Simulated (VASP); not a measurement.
A run of VASP 6.6.1:

File INCAR:

```
SYSTEM = Se
  PREC = Accurate
  ENCUT = 520
  EDIFF = 1E-6
  ISMEAR = -1
  SIGMA = 0.1
  LREAL = .FALSE.
  LASPH = .TRUE.
  NELM = 60
  ALGO = Normal
  ISIF = 2
  LWAVE = .FALSE.
  LCHARG = .TRUE.
  GGA = PE
  LELF = .TRUE.
  LVHAR = .TRUE.
  NBANDS = 13
```

KPOINTS

```
Automatic mesh
0
G
  15 15 8
  0 0 0
```

POSCAR

```
Se
1.0
    3.1813061432      0.0000000000      0.0000000000
   -1.5906530716      2.7550919372      0.0000000000
    0.0000000000      0.0000000000      3.8130591748
Se
2
Direct
    0.3333333333      0.6666666667      0.2500000000
    0.6666666667      0.3333333333      0.7500000000
```

Potentials or basis: VASP PAW PBE potentials, release 64 (Se).

The run is started by

```console
$ cat potpaw_PBE.64/Se/POTCAR > POTCAR
$ mpirun -np 1 vasp_std > vasp.out
```

Hardware: 1 thread of Intel(R) Xeon(R) 6975P-C (Granite Rapids), on a shared host.

Task: Estimate the wall time of this run.

Result: Wall time 14 s on 1 thread of Intel(R) Xeon(R) 6975P-C (Granite Rapids), on a shared host, peak memory 0.17 GiB. Counts: scf iterations 10, k points 135.
